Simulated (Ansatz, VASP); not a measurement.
# Ru in VASP and in Ansatz

```
Ru
1.0
     2.72222    0.00000    0.00000
    -1.36111    2.35751    0.00000
     0.00000    0.00000    4.29731
Ru
2
Direct
  0.33333 0.66667 0.25000
  0.66667 0.33333 0.75000
```

Alike in both runs: functional PBE; k mesh 18 × 18 × 10; occupations fermi-dirac, width 0.15 eV; no spin polarisation.

Ansatz relaxed the structure, and its values are those at the end. VASP's run is a single point on that final structure, the one shown.

|  | VASP | Ansatz |
| --- | --- | --- |
| version | VASP 6.6.1 | Ansatz 0.2.0 |
| potentials or method | VASP PAW PBE potentials, release 64 (Ru_pv), cutoff 500 eV | scalar-relativistic, plane waves, PAW |
| valence electrons in the cell | 28 | 32 |

VASP gave:

* gap on the k mesh at the Fermi level (eV): none
* pressure (GPa): -0.1

Problem. Estimate Ansatz's values.

Solution. gap on the k mesh at the Fermi level (eV): none; pressure (GPa): 0.0.

A gap of «none» marks a metal or a gap that the smearing closes. With one functional, cell and mesh, what is left measures potentials, basis and numerics. VASP's potentials hold 28 valence electrons a cell and Ansatz's 32, so a difference there can come from the potentials and not from the codes.
